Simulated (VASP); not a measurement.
# BaTiO3 in VASP: notebook, part 2 of 3

VASP 6.6.1. Earlier steps stand in the parts before.

### Step 3. Single point, PBEsol

This run uses another cell than the first one, of 11.91 Å³/atom, 1.042 times its volume.

INCAR

```
PREC = Accurate ; ENCUT = 520
EDIFF = 1E-7 ; ISMEAR = -1
SIGMA = 0.05 ; LREAL = F
LASPH = T ; NELM = 80
ALGO = Normal ; ISIF = 2
LWAVE = F ; LCHARG = T
GGA = PS ; LELF = T
LVHAR = T ; NBANDS = 28
```

KPOINTS

```
regular mesh
0
Gamma
  7 7 7
```

POSCAR

```
BaTiO3
1.0
    3.9047057416      0.0000000000      0.0000000000
    0.0000000000      3.9047057416      0.0000000000
    0.0000000000      0.0000000000      3.9052719708
Ba Ti O
1 1 3
Direct
    0.0000000000      0.0000000000      0.0093320227
    0.5000000000      0.5000000000      0.5110103293
    0.0000000000      0.5000000000      0.5076793200
    0.5000000000      0.0000000000      0.5076793200
    0.5000000000      0.5000000000      0.0072990081
```

Potentials or basis: VASP PAW PBE potentials, release 64 (Ba_sv, Ti_sv, O).

Command:

```console
cat potpaw_PBE.64/Ba_sv/POTCAR potpaw_PBE.64/Ti_sv/POTCAR potpaw_PBE.64/O/POTCAR > POTCAR
mpirun -np 1 vasp_std > vasp.out
```

OUTCAR:

```text
PREC = Accurate
   ENCUT = 520
   EDIFF = 1E-7
   ISMEAR = -1
   LREAL = F
   LASPH = T
   NELM = 80
   ISIF = 2
   GGA = PS

 ion  position               nearest neighbor table
   1  0.000  0.000  0.009-   3 2.76   4 2.76   3 2.76   4 2.76   5 2.76   5 2.76   5 2.76   5 2.76
                             3 2.77   4 2.77   4 2.77   3 2.77   2 3.38   2 3.38   2 3.38   2 3.38
   2  0.500  0.500  0.511-   5 1.94   4 1.95   3 1.95   4 1.95   3 1.95   5 1.97   1 3.38   1 3.38
                             1 3.38   1 3.38   1 3.39   1 3.39   1 3.39   1 3.39
   3  0.000  0.500  0.508-   2 1.95   2 1.95   1 2.76   1 2.76   1 2.77   1 2.77
   4  0.500  0.000  0.508-   2 1.95   2 1.95   1 2.76   1 2.76   1 2.77   1 2.77
[... 950 lines left out ...]
  -------------------------------------------------------------------------------------
  Total        4.6016038      4.6016038      4.6036766      0.0000000      0.0000000      0.0000000
  in kB      123.8203135    123.8203135    123.8760883      0.0000000      0.0000000      0.0000000
  external PRESSURE =     123.8389051 kB  Pullay stress =       0.0000000 kB

 VOLUME and BASIS-vectors are now :
 -----------------------------------------------------------------------------
  energy-cutoff  :      520.00
  volume of cell :       59.54
      direct lattice vectors                 reciprocal lattice vectors
     3.904705742  0.000000000  0.000000000     0.256101245  0.000000000  0.000000000
     0.000000000  3.904705742  0.000000000     0.000000000  0.256101245  0.000000000
     0.000000000  0.000000000  3.905271971     0.000000000  0.000000000  0.256064112

 POSITION                                       TOTAL-FORCE (eV/Angst)
 -----------------------------------------------------------------------------------
      0.00000      0.00000      0.03644        -0.000000      0.000000     -0.004000
      1.95235      1.95235      1.99563         0.000000     -0.000000     -0.004869
      0.00000      1.95235      1.98263        -0.000000     -0.000000      0.002220
      1.95235      0.00000      1.98263         0.000000      0.000000      0.002220
      1.95235      1.95235      0.02850         0.000000      0.000000      0.004430
 -----------------------------------------------------------------------------------
    total drift:                                0.000000      0.000000     -0.000169

  FREE ENERGIE OF THE ION-ELECTRON SYSTEM (eV)
  ---------------------------------------------------
  free  energy   TOTEN  =       -41.8421371162 eV

  energy  without entropy=      -41.8421371154  energy(sigma->0) =      -41.84213712
```

OSZICAR:

```text
N       E                     dE             d eps       ncg     rms          rms(c)
DAV:   1     0.437624435350E+03    0.43762E+03   -0.21032E+04  2240   0.157E+03
DAV:   2    -0.476876298622E+01   -0.44239E+03   -0.42010E+03  2460   0.435E+02
DAV:   3    -0.495235572887E+02   -0.44755E+02   -0.44287E+02  3020   0.136E+02
[... 11 lines left out ...]
DAV:  15    -0.418421411605E+02    0.43857E-06   -0.97912E-06  3132   0.230E-02    0.234E-02
DAV:  16    -0.418421375925E+02    0.35680E-05   -0.95731E-06  2568   0.186E-02    0.739E-03
DAV:  17    -0.418421373042E+02    0.28832E-06   -0.66431E-06  2520   0.157E-02    0.904E-03
DAV:  18    -0.418421371162E+02    0.18794E-06   -0.95753E-07  2496   0.598E-03    0.174E-03
DAV:  19    -0.418421371162E+02    0.54570E-11   -0.84197E-08  1544   0.273E-03
   1 F= -.41842137E+02 E0= -.41842137E+02  d E =-.865137E-09
```

stdout:

```text
POSCAR found type information on POSCAR BaTiO
 POSCAR found :  3 types and       5 ions
 scaLAPACK will be used
 -----------------------------------------------------------------------------
|                                                                             |
|                                                                             |
|     You enforced a specific xc type in the INCAR file but a different       |
|     I HOPE YOU KNOW WHAT YOU ARE DOING!                                     |
|                                                                             |
 -----------------------------------------------------------------------------

 LDA part: xc-table for (Slater+PW92), standard interpolation
 POSCAR, INCAR and KPOINTS ok, starting setup
 FFT: planning ... GRIDC
 FFT: planning ... GRID_SOFT
 FFT: planning ... GRID
 WAVECAR not read
 entering main loop
```

It took 2.2 min on 1 thread of Intel Xeon Platinum 8259CL at 2.50GHz (Skylake/Cascade Lake), shared host; peak memory 0.21 GiB.

Results:

- Free energy: -41.8421 eV
- Pressure: 12.4 GPa
- Largest force: 0.005 eV/Å
- Band gap on the k mesh: 1.90 eV, direct

Forces in eV/Å, atoms in the order of the input:
```
Ba   0.000  0.000 -0.004
Ti   0.000  0.000 -0.005
O    0.000  0.000  0.002
O    0.000  0.000  0.002
O    0.000  0.000  0.004
```

Caveat: the PAW data sets were made with another functional, which shifts forces and pressure a little; spin-orbit coupling is left out, which moves the levels of the heavy elements. Expect the measured gap to be larger: semilocal functionals such as PBEsol lack the derivative discontinuity.

### Step 4. Single point, PBEsol

This run uses another cell than the first one, of 12.23 Å³/atom, 1.070 times its volume.

INCAR

```
ALGO = Normal
EDIFF = 1E-7
ENCUT = 520
GGA = PS
ISIF = 2
ISMEAR = -1
LASPH = True
LCHARG = False
LREAL = False
LWAVE = False
NBANDS = 28
NELM = 100
PREC = Accurate
SIGMA = 0.05
```

KPOINTS

```
k-points
0
Gamma
  7 7 7
```

POSCAR

```
BaTiO3
1.0
    3.9303649382      0.0000000000      0.0000000000
    0.0000000000      3.9303649382      0.0000000000
    0.0000000000      0.0000000000      3.9590887830
Ba Ti O
1 1 3
Direct
    0.0000000000      0.0000000000      0.0031727001
    0.5000000000      0.5000000000      0.4926329948
    0.0000000000      0.5000000000      0.5142455396
    0.5000000000      0.0000000000      0.5142455396
    0.5000000000      0.5000000000      0.0187032258
```

Potentials or basis: VASP PAW PBE potentials, release 64 (Ba_sv, Ti_sv, O).

Command:

```console
cat potpaw_PBE.64/Ba_sv/POTCAR potpaw_PBE.64/Ti_sv/POTCAR potpaw_PBE.64/O/POTCAR > POTCAR
mpirun -np 1 vasp_std > vasp.out
```

OUTCAR:

```text
EDIFF = 1E-7
   ENCUT = 520
   GGA = PS
   ISIF = 2
   ISMEAR = -1
   LASPH = True
   LREAL = False
   NELM = 100
   PREC = Accurate

 ion  position               nearest neighbor table
   1  0.000  0.000  0.003-   3 2.76   4 2.76   3 2.76   4 2.76   5 2.78   5 2.78   5 2.78   5 2.78
                             4 2.82   3 2.82   4 2.82   3 2.82   2 3.39   2 3.39   2 3.39   2 3.39
   2  0.500  0.500  0.493-   5 1.88   4 1.97   3 1.97   4 1.97   3 1.97   5 2.08   1 3.39   1 3.39
                             1 3.39   1 3.39   1 3.44   1 3.44   1 3.44   1 3.44
   3  0.000  0.500  0.514-   2 1.97   2 1.97   1 2.76   1 2.76   1 2.82   1 2.82
   4  0.500  0.000  0.514-   2 1.97   2 1.97   1 2.76   1 2.76   1 2.82   1 2.82
   5  0.500  0.500  0.019-   2 1.88   2 2.08   1 2.78   1 2.78   1 2.78   1 2.78

  LATTYP: Found a simple tetragonal cell.
 ALAT       =     3.9303649382
 C/A-ratio  =     1.0073081877

  Lattice vectors:

 A1 = (   3.9303649382,   0.0000000000,   0.0000000000)
 A2 = (   0.0000000000,   3.9303649382,   0.0000000000)
 A3 = (   0.0000000000,   0.0000000000,   3.9590887830)

Analysis of symmetry for initial positions (statically):
=====================================================================
 Subroutine PRICEL returns:
 Original cell was already a primitive cell.

 Routine SETGRP: Setting up the symmetry group for a
 simple tetragonal supercell.

 Subroutine GETGRP returns: Found  8 space group operations
 (whereof  8 operations were pure point group operations)
 out of a pool of 16 trial point group operations.

The static configuration has the point symmetry C_4v.

Analysis of symmetry for dynamics (positions and initial velocities):
=====================================================================
 Subroutine PRICEL returns:
 Original cell was already a primitive cell.

 Routine SETGRP: Setting up the symmetry group for a
 simple tetragonal supercell.

 Subroutine GETGRP returns: Found  8 space group operations
 (whereof  8 operations were pure point group operations)
 out of a pool of 16 trial point group operations.

The dynamic configuration has the point symmetry C_4v.

 Subroutine INISYM returns: Found  8 space group operations
 (whereof  8 operations are pure point group operations),
 and found     1 'primitive' translations

----------------------------------------------------------------------------------------

                                     Primitive cell

  volume of cell :      61.1591

  direct lattice vectors                    reciprocal lattice vectors
     3.930364938  0.000000000  0.000000000     0.254429300  0.000000000  0.000000000
     0.000000000  3.930364938  0.000000000     0.000000000  0.254429300  0.000000000
     0.000000000  0.000000000  3.959088783     0.000000000  0.000000000  0.252583373

  length of vectors
     3.930364938  3.930364938  3.959088783     0.254429300  0.254429300  0.252583373

  position of ions in fractional coordinates (direct lattice)
     0.000000000  0.000000000  0.003172700
     0.500000000  0.500000000  0.492632995
     0.000000000  0.500000000  0.514245540
     0.500000000  0.000000000  0.514245540
     0.500000000  0.500000000  0.018703226

[... 22 lines left out ...]

  Length of vectors
     0.036347043  0.036347043  0.036083339

  Shift w.r.t. Gamma in fractional coordinates (k-lattice)
     0.000000000  0.000000000  0.000000000

 Subroutine IBZKPT returns following result:
 ===========================================

 Found     40 irreducible k-points:

 Following reciprocal coordinates:
            Coordinates               Weight
  0.000000  0.000000  0.000000      1.000000
  0.142857  0.000000  0.000000      4.000000
  0.285714  0.000000  0.000000      4.000000
  0.428571  0.000000  0.000000      4.000000
  0.142857  0.142857  0.000000      4.000000
  0.285714  0.142857  0.000000      8.000000
[... 16 lines left out ...]
  0.285714  0.000000  0.285714      8.000000
  0.428571  0.000000  0.285714      8.000000
 [... further k-points ...]
   k-points           NKPTS =     40   k-points in BZ     NKDIM =     40   number of bands    NBANDS=     28
   number of dos      NEDOS =    301   number of ions     NIONS =      5
   total plane-waves  NPLWV =  27000
   dimension x,y,z NGX =    30 NGY =   30 NGZ =   30
   dimension x,y,z NGXF=    60 NGYF=   60 NGZF=   60
   ions per type =               1   1   3
   NGX,Y,Z   is equivalent  to a cutoff of  12.69, 12.69, 12.60 a.u.
   NGXF,Y,Z  is equivalent  to a cutoff of  25.38, 25.38, 25.19 a.u.
 SYSTEM =  unknown system
   PREC   = accura    normal or accurate (medium, high low for compatibility)
   ISTART =      0    job   : 0-new  1-cont  2-samecut
   ICHARG =      2    charge: 1-file 2-atom 10-const
   ISPIN  =      1    spin polarized calculation?
   LNONCOLLINEAR =      F non collinear calculations
   LSORBIT =      F    spin-orbit coupling
   LASPH  =      T    aspherical Exc in radial PAW
   ENCUT  =  520.0 eV  38.22 Ry    6.18 a.u.   7.31  7.31  7.36*2*pi/ulx,y,z
   NELM   =    100;   NELMIN=  2; NELMDL= -5     # of ELM steps
   EDIFF  = 0.1E-06   stopping-criterion for ELM
   LREAL  =      F    real-space projection
   EDIFFG = 0.1E-05   stopping-criterion for IOM
   NSW    =      0    number of steps for IOM
   IBRION =     -1    ionic relax: 0-MD 1-quasi-New 2-CG
   NFREE  =      0    steps in history (QN), initial steepest desc. (CG)
   ISIF   =      2    stress and relaxation
   ISYM   =      2    0-nonsym 1-usesym 2-fastsym
   POTIM  = 0.5000    time-step for ionic-motion
   TEBEG  =    0.0;   TEEND  =   0.0 temperature during run
   PSTRESS=    0.0 pullay stress
   NELECT =      40.0000    total number of electrons
   NUPDOWN=      -1.0000    fix difference up-down
   EMIN   =  10.00;   EMAX   =-10.00  energy-range for DOS
   EFERMI =   0.00;   METHOD = LEGACY
   ISMEAR =    -1;   SIGMA  =   0.05  broadening in eV -4-tet -1-fermi 0-gaus
   EFERMI_NEDOS =   21; number of points for ismear=-14 and -15
   IALGO  =     38    algorithm
   IMIX   =      4    mixing-type and parameters
     AMIX     =   0.40;   BMIX     =  1.00
     AMIX_MAG =   1.60;   BMIX_MAG =  1.00
  volume/ion in A,a.u.               =      12.23        82.54
  Fermi-wavevector in a.u.,A,eV,Ry     =   1.421045  2.685386 27.475182  2.019369
  Thomas-Fermi vector in A             =   2.541896
   LORBIT       =      0    0 simple, 1 ext, 2 COOP (PROOUT), +10 PAW based schemes
   GGA     = PS    functional components
   LHFCALC =     F    Hartree Fock is set to
   AEXX    =    0.0000 exact exchange contribution
   IVDW    =     0    specifies the selected vdW correction
   LEPSILON=     F    determine dielectric tensor
   LRPA    =     F    only Hartree local field effects (RPA)
 non-spin polarized calculation
  energy-cutoff  :      520.00
  volume of cell :       61.16
 maximum number of plane-waves:      1663
 NGX is ok and might be reduce to    30
   NGX = 15   NGY = 15   NGZ = 15

 number of electron      39.9999995 magnetization

 Free energy of the ion-electron system (eV)
  ---------------------------------------------------
  ext. energy  EPLUGINS =         0.00000000
  ---------------------------------------------------
  free energy    TOTEN  =       -41.93973165 eV

  energy without entropy =      -41.93973165  energy(sigma->0) =      -41.93973165

 E-fermi :   5.0080     XC(G=0): -11.7651

 val. band max:        3.9977020754   @ k =   0.4286   0.4286   0.4286
 cond. band min:       5.9085641335   @ k =   0.0000   0.0000   0.0000
 fundamental gap:      1.9108620581
 Fermi energy:         5.0080198380

 k-point     1 :       0.0000    0.0000    0.0000
  band No.  band energies     occupation
      1     -52.0381      2.00000
      2     -28.4196      2.00000
      3     -28.3928      2.00000
      4     -28.3928      2.00000
      5     -20.6081      2.00000
      6     -12.8527      2.00000
[... 733 lines left out ...]
     27      12.7748      0.00000
     28      13.1952      0.00000

 [... further k-points ...]
[... 5 lines left out ...]
  --------------------------------------------------------------------------------------
  -------------------------------------------------------------------------------------
  Total        2.7341199      2.7341199      2.7446060      0.0000000      0.0000000      0.0000000
  in kB       71.6254130     71.6254130     71.9001177      0.0000000      0.0000000      0.0000000
  external PRESSURE =      71.7169812 kB  Pullay stress =       0.0000000 kB

 VOLUME and BASIS-vectors are now :
 -----------------------------------------------------------------------------
  energy-cutoff  :      520.00
  volume of cell :       61.16
      direct lattice vectors                 reciprocal lattice vectors
     3.930364938  0.000000000  0.000000000     0.254429300  0.000000000  0.000000000
     0.000000000  3.930364938  0.000000000     0.000000000  0.254429300  0.000000000
     0.000000000  0.000000000  3.959088783     0.000000000  0.000000000  0.252583373

 POSITION                                       TOTAL-FORCE (eV/Angst)
 -----------------------------------------------------------------------------------
      0.00000      0.00000      0.01256         0.000000     -0.000000      0.022788
      1.96518      1.96518      1.95038         0.000000     -0.000000      0.029323
      0.00000      1.96518      2.03594        -0.000000      0.000000     -0.010922
      1.96518      0.00000      2.03594         0.000000     -0.000000     -0.010922
      1.96518      1.96518      0.07405         0.000000      0.000000     -0.030268
 -----------------------------------------------------------------------------------
    total drift:                                0.000000      0.000000     -0.000155

  FREE ENERGIE OF THE ION-ELECTRON SYSTEM (eV)
  ---------------------------------------------------
  free  energy   TOTEN  =       -41.9397316497 eV

  energy  without entropy=      -41.9397316492  energy(sigma->0) =      -41.93973165
```

stdout:

```text
POSCAR found type information on POSCAR BaTiO
 POSCAR found :  3 types and       5 ions
 scaLAPACK will be used
 -----------------------------------------------------------------------------
|                                                                             |
|                                                                             |
|     You enforced a specific xc type in the INCAR file but a different       |
|     I HOPE YOU KNOW WHAT YOU ARE DOING!                                     |
|                                                                             |
 -----------------------------------------------------------------------------

 LDA part: xc-table for (Slater+PW92), standard interpolation
 POSCAR, INCAR and KPOINTS ok, starting setup
 FFT: planning ... GRIDC
 FFT: planning ... GRID_SOFT
 FFT: planning ... GRID
 WAVECAR not read
 entering main loop
```

Run time: 2.1 min. Hardware: 1 thread of Intel Xeon Platinum 8259CL at 2.50GHz (Skylake/Cascade Lake), shared host; peak memory 0.21 GiB.

Results:

```
Free energy            : -41.9397 eV
Pressure               : 7.2 GPa
Largest force          : 0.030 eV/Å
Band gap on the k mesh : 1.91 eV, indirect (least direct gap 2.04 eV)
```

Forces in eV/Å, atoms in the order of the input:
```
Ba   0.000  0.000  0.023
Ti   0.000  0.000  0.029
O    0.000  0.000 -0.011
O    0.000  0.000 -0.011
O    0.000  0.000 -0.030
```

Caveat: the PAW data sets were made with another functional, which shifts forces and pressure a little; spin-orbit coupling is left out, which moves the levels of the heavy elements. A k mesh can miss the band edges.

### Step 5. Single point, PBEsol+D3(BJ)

This run uses another cell than the first one, of 12.33 Å³/atom, 1.079 times its volume.

INCAR

```
PREC = Accurate
ENCUT = 520
EDIFF = 1E-6
ISMEAR = -1
SIGMA = 0.05
LREAL = False
LASPH = True
NELM = 100
ALGO = Normal
ISIF = 2
LWAVE = False
LCHARG = True
GGA = PS
IVDW = 12
LELF = True
LVHAR = True
NBANDS = 28
```

KPOINTS

```
Automatic mesh
0
Gamma
  7 7 7
```

POSCAR

```
BaTiO3
1.0
    3.9370639391      0.0000000000      0.0000000000
    0.0000000000      3.9370639391      0.0000000000
    0.0000000000      0.0000000000      3.9766056663
Ba Ti O
1 1 3
Direct
    0.0000000000      0.0000000000      0.0021031897
    0.5000000000      0.5000000000      0.4901702290
    0.0000000000      0.5000000000      0.5149914582
    0.5000000000      0.0000000000      0.5149914582
    0.5000000000      0.5000000000      0.0207436648
```

Command:

```console
cat potpaw_PBE.64/Ba_sv/POTCAR potpaw_PBE.64/Ti_sv/POTCAR potpaw_PBE.64/O/POTCAR > POTCAR
mpirun -np 1 vasp_std > vasp.out
```

Run time: 2 min. Hardware: 1 thread of Intel Xeon Platinum 8259CL at 2.50GHz (Skylake/Cascade Lake), shared host; peak memory 0.22 GiB.

The run converged. Its results:

```yaml
Free_energy: -43.3354 eV
Pressure: 2.1 GPa
Largest_force: 0.037 eV/Å
Band_gap_on_the_k_mesh: 1.91 eV, indirect (least direct gap 2.07 eV)
Dispersion_energy_per_atom: -0.275 eV
```

Forces on the atoms (eV/Å):
```
Ba   0.000  0.000  0.025
Ti   0.000  0.000  0.036
O    0.000  0.000 -0.012
O    0.000  0.000 -0.012
O    0.000  0.000 -0.037
```

Levels at points of the mesh, in eV from the valence-band top:
| k point | band 17 | band 18 | band 19 | band 20 | band 21 | band 22 | band 23 | band 24 |
| --- | --- | --- | --- | --- | --- | --- | --- | --- |
| (0.00, 0.00, 0.00) | -1.14 | -0.18 | -0.16 | -0.16 | 1.91 | 2.13 | 2.13 | 4.41 |

Caveat: the PAW data sets were made with another functional, which shifts forces and pressure a little; spin-orbit coupling is left out, which moves the levels of the heavy elements. A k mesh can miss the band edges.

(Continued in part 3 of 3.)
